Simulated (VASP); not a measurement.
# Re: single point with PBEsol

Re:

```
Re
1.0
    -1.56290    1.56290    1.56290
     1.56290   -1.56290    1.56290
     1.56290    1.56290   -1.56290
Re
1
Cartesian
  0.0000 0.0000 0.0000
```

This isn't the form of Re at room conditions, which is hcp.

| Item | Value |
| --- | --- |
| Program | VASP 6.6.1 |
| Task | single point |
| Functional | PBEsol |
| Potentials or basis | VASP PAW PBE potentials, release 64 (Re) |
| Cutoff | 520 eV |
| k mesh | 16 × 16 × 16 |
| Occupations | fermi-dirac, width 0.1 eV |
| Spin | no spin polarisation |

| Quantity | Value |
| --- | --- |
| Pressure | -13.7 GPa |
| Band gap on the k mesh | zero (an odd number of electrons rules out a gap without spin polarisation) |

Levels at points of the mesh, in eV from the Fermi level:
| k point | band 1 | band 2 | band 3 | band 4 | band 5 | band 6 |
| --- | --- | --- | --- | --- | --- | --- |
| (0.00, 0.00, 0.00) | -10.49 | -2.56 | -2.56 | -2.56 | 0.75 | 0.75 |
| (0.50, 0.00, 0.00) | -7.21 | -4.72 | -0.04 | 0.63 | 1.48 | 4.31 |
| (0.50, 0.50, 0.50) | -6.78 | -6.78 | 3.42 | 3.42 | 3.42 | 7.78 |

It took 21 s on 1 thread of Intel Xeon 8259CL, on a shared host, peak memory 0.14 GiB.

Caveat: the cell stands under tension; the PAW data sets were made with another functional, which shifts forces and pressure a little; spin-orbit coupling is left out, which moves the levels of the heavy elements.
